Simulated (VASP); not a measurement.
Set up this calculation in VASP 6.6.1, as the native input.

```
Task                   : single point
Functional             : PBE
Dispersion             : D3(BJ)
Potentials or basis    : VASP PAW PBE potentials, release 64 (Sn_d, O_h)
Cutoff                 : 910 eV
k mesh                 : 7 × 7 × 1
Occupations            : gaussian, width 0.05 eV
Spin                   : no spin polarisation
Dipole correction      : yes
Further INCAR settings : ALGO = Normal; EDIFF = 1e-06; NBANDS = 50; NELMDL = -8
```

The structure of SnO lies in POSCAR:

```
SnO
1.0
    3.8201636883      0.0000000000      0.0000000000
    0.0000000000      3.8201636883      0.0000000000
    0.0000000000      0.0000000000     22.2260802162
Sn O
4 4
Direct
    0.7500000000      0.2500000000      0.2024648501
    0.2500000000      0.7500000000      0.3087831971
    0.3750000000      0.8750000000      0.4977503906
    0.8750000000      0.3750000000      0.6040687375
    0.2500000000      0.2500000000      0.2556240236
    0.7500000000      0.7500000000      0.2556240236
    0.8750000000      0.8750000000      0.5509095640
    0.3750000000      0.3750000000      0.5509095640
```

This cell differs from its parent crystal: layers slid over each other.

These files were run (other wordings do the same):

INCAR

```
SYSTEM = SnO
PREC = Accurate ; ENCUT = 910
EDIFF = 1E-6 ; ISMEAR = 0
SIGMA = 0.05 ; LREAL = .FALSE.
LASPH = .TRUE. ; NELM = 120
ALGO = Normal ; ISIF = 2
LWAVE = .FALSE. ; LCHARG = .FALSE.
LDIPOL = .TRUE. ; IDIPOL = 3
DIPOL = 0.5 0.5 0.403 ; GGA = PE
IVDW = 12 ; NBANDS = 50
GGA_COMPAT = .FALSE. ; NELMDL = -8
```

KPOINTS

```
regular mesh
0
G
  7 7 1
  0 0 0
```

Potentials or basis: VASP PAW PBE potentials, release 64 (Sn_d, O_h).

Command:

```sh
$ cat potpaw_PBE.64/Sn_d/POTCAR potpaw_PBE.64/O_h/POTCAR > POTCAR
$ mpirun -np 1 vasp_std > vasp.out
```

Results of the run:

```yaml
Largest_force: 0.076 eV/Å
Band_gap_on_the_k_mesh: 2.46 eV (least direct gap 2.55 eV)
Dispersion_energy_per_atom: -0.155 eV
```

Caveat: the cell differs from its parent crystal (layers slid over each other); spin-orbit coupling is left out, which moves the levels of the heavy elements.

Run time: 13 min on 1 thread of Intel(R) Xeon(R) 6975P-C (Granite Rapids) (shared host), peak memory 0.94 GiB.
